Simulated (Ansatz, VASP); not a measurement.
# One calculation of SnO2, two programs

INCAR

```
SYSTEM = SnO2
PREC = Accurate
ENCUT = 520
EDIFF = 1E-6
ISMEAR = 0
SIGMA = 0.05
LREAL = .FALSE.
LASPH = .TRUE.
NELM = 80
ALGO = Normal
ISIF = 2
LWAVE = .FALSE.
LCHARG = .FALSE.
GGA = PS
NBANDS = 64
```

Contents of KPOINTS:

```
regular mesh
0
G
  6 6 6
  0 0 0
```

POSCAR

```
SnO2
1.0
    3.2515857340      1.8773038989      3.9602146516
   -3.2515857340      1.8773038989      3.9602146516
    0.0000000000     -3.7546077976      3.9602146517
Sn O
4 8
Direct
    0.8646807174      0.8646807174      0.8646807174
    0.3648245829      0.3648245829      0.8648190111
    0.3648245829      0.8648190111      0.3648245829
    0.8648190111      0.3648245829      0.3648245829
    0.1235003534      0.6233501671      0.6233501671
    0.6233501671      0.1235003534      0.6233501671
    0.6233501671      0.6233501671      0.1235003534
    0.6062113146      0.6062113146      0.6062113146
    0.1234715296      0.1234715296      0.1234715296
    0.1060883083      0.1060883083      0.6062369573
    0.1060883083      0.6062369573      0.1060883083
    0.6062369573      0.1060883083      0.1060883083
```

Input for Ansatz:

```yaml
crystal:
  lattice:
    - [3.251585734, 1.8773038989, 3.9602146516]
    - [-3.251585734, 1.8773038989, 3.9602146516]
    - [0.0, -3.7546077976, 3.9602146517]
  atoms:
    - { symbol: Sn, position: [0.8646807174, 0.8646807174, 0.8646807174] }
    - { symbol: Sn, position: [0.3648245829, 0.3648245829, 0.8648190111] }
    - { symbol: Sn, position: [0.3648245829, 0.8648190111, 0.3648245829] }
    - { symbol: Sn, position: [0.8648190111, 0.3648245829, 0.3648245829] }
    - { symbol: O, position: [0.1235003534, 0.6233501671, 0.6233501671] }
    - { symbol: O, position: [0.6233501671, 0.1235003534, 0.6233501671] }
    - { symbol: O, position: [0.6233501671, 0.6233501671, 0.1235003534] }
    - { symbol: O, position: [0.6062113146, 0.6062113146, 0.6062113146] }
    - { symbol: O, position: [0.1234715296, 0.1234715296, 0.1234715296] }
    - { symbol: O, position: [0.1060883083, 0.1060883083, 0.6062369573] }
    - { symbol: O, position: [0.1060883083, 0.6062369573, 0.1060883083] }
    - { symbol: O, position: [0.6062369573, 0.1060883083, 0.1060883083] }
basis:
  ecutwfc: 520.0
kpoints:
  mp_grid: { grid: [6, 6, 6] }
hamiltonian:
  xc: pbesol
  pseudopotentials: { kind: paw, azcp: { folder: soft_1 } }
scf:
  occupations: { method: gaussian, width: 0.05 }
output:
  forces: true
  stress: true
  eigenvalues: true
```

Alike in both runs: task single point; functional PBEsol; k mesh 6 × 6 × 6; occupations gaussian, width 0.05 eV; no spin polarisation.

|  | VASP | Ansatz |
| --- | --- | --- |
| version | VASP 6.6.1 | Ansatz 0.2.0 |
| potentials or method | VASP PAW PBE potentials, release 64 (Sn_d, O), cutoff 520 eV | scalar-relativistic, plane waves, PAW |
| valence electrons in the cell | 104 | 104 |

```tsv
	VASP	Ansatz	Ansatz less VASP
gap on the k mesh at the Fermi level (eV)	1.55	1.56	+0.013
least direct gap on the mesh (eV)	1.55	1.56	+0.013
pressure (GPa)	7.7	6.8	-0.87
traceless stress, the component that is largest in VASP (GPa)	1.03	1.68	+0.653
rms of the force components (eV/Å)	0.493	0.464	-0.0286
```

VASP's potentials were made for PBE, not for PBEsol, and Ansatz warns of the same on its side. Atom by atom the forces differ by 0.029 eV/Å (rms over components).
